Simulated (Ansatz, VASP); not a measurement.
Two plane-wave programs on Bi

Contents of POSCAR:

```
Bi
1.0
    4.3148964073      0.0000000000      0.0000000000
   -2.1574482036      3.7368099034      0.0000000000
    0.0000000000      0.0000000000     27.0530695984
Bi
2
Direct
    0.3333333333      0.6666666667      0.3127438431
    0.6666666667      0.3333333333      0.3757745053
```

The input INCAR.step1:

```
SYSTEM = Bi
ALGO = Normal
DIPOL = 0.5 0.5 0.344
EDIFF = 1E-5
ENCUT = 440
GGA = PE
GGA_COMPAT = .False.
IDIPOL = 3
ISMEAR = 0
LASPH = .True.
LCHARG = .False.
LDIPOL = .True.
LREAL = .False.
LWAVE = .True.
NBANDS = 22
NELM = 120
NELMDL = -8
PREC = Accurate
SIGMA = 0.01
```

File INCAR.step2:

```
SYSTEM = Bi
ALGO = Normal
DIPOL = 0.5 0.5 0.344
EDIFF = 1E-6
ENCUT = 440
GGA_COMPAT = .False.
IDIPOL = 3
ISIF = 2
ISMEAR = 0
ISTART = 1
LASPH = .True.
LCHARG = .False.
LDIPOL = .True.
LMIXTAU = .True.
LREAL = .False.
LWAVE = .False.
METAGGA = R2SCAN
NBANDS = 22
NELM = 120
PREC = Accurate
SIGMA = 0.01
```

KPOINTS

```
k-points
0
Gamma
  12 12 1
  0 0 0
```

Input for Ansatz:

```yaml
crystal:
  lattice:
    - [4.3148964073, 0.0, 0.0]
    - [-2.1574482036, 3.7368099034, 0.0]
    - [0.0, 0.0, 27.0530695984]
  atoms:
    - { symbol: Bi, position: [0.3333333333, 0.6666666667, 0.3127438431] }
    - { symbol: Bi, position: [0.6666666667, 0.3333333333, 0.3757745053] }
  periodic: [true, true, false]
kpoints:
  mp_grid: { grid: [12, 12, 1] }
  band_path:
    path: [[0.0, 0.0, 0.0], [0.5, 0.0, 0.0], [0.3333333333, 0.3333333333, 0.0]]
    npoints: 1
hamiltonian:
  xc: r2scan
scf:
  occupations: { method: fixed }
  n_extra_bands: 4
output:
  forces: true
  stress: true
  eigenvalues: true
```

Alike in both runs: task single point; functional r2SCAN; k mesh 12 × 12 × 1; no spin polarisation.

```csv
,VASP,Ansatz
version,VASP 6.6.1,Ansatz 0.2.0
potentials or method,"VASP PAW PBE potentials, release 64 (Bi_d)","plane waves, PAW"
plane-wave cutoff (eV),440,500
occupations,"gaussian, width 0.01 eV",fixed
valence electrons in the cell,30,30
```

Ansatz gave:

| Quantity | Value |
| --- | --- |
| gap on the k mesh at the Fermi level (eV) | 0.88 |
| rms of the force components (eV/Å) | 0.008 |

Which values does VASP return?

gap on the k mesh at the Fermi level (eV): 0.86; rms of the force components (eV/Å): 0.019.

VASP's potentials were made for PBE, not for r2SCAN. Atom by atom the forces differ by 0.011 eV/Å (rms over components).

Neither program's run includes spin-orbit coupling.
